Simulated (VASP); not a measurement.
Runs of VASP 6.6.1 on O. The structure is that of space group Fm-3m (No. 225), or close to it. The cells are those of the table. 

```tsv
task	cell	k mesh for the DOS	occupations for the DOS	gap on the mesh (eV)	pressure (GPa)
single point	a = 2.082 Å, angles 60.0°, 1 atom	-	-	none	40.2
single point	a = 1.997 Å, angles 60.0°, 1 atom	-	-	none	94.7
single point	a = 1.801 Å, angles 60.0°, 1 atom	-	-	none	382.2
single point	a = 2.160 Å, angles 60.0°, 1 atom	-	-	none	(a)
single point	a = 2.198 Å, angles 60.0°, 1 atom	-	-	none	(b)
```

Alike in all rows: level PBEsol; potentials or basis VASP PAW PBE potentials, release 64 (O); no spin polarisation; k mesh 18 × 18 × 18; cutoff (eV) 520; smearing fermi-dirac 0.08 eV.

Question: Fill in the values left out.

Answer: (a) 9.4; (b) -0.5.

Caveats: the PAW data sets were made with another functional, which shifts forces and pressure a little.

A gap of «none» marks levels without a gap at the run's occupations.
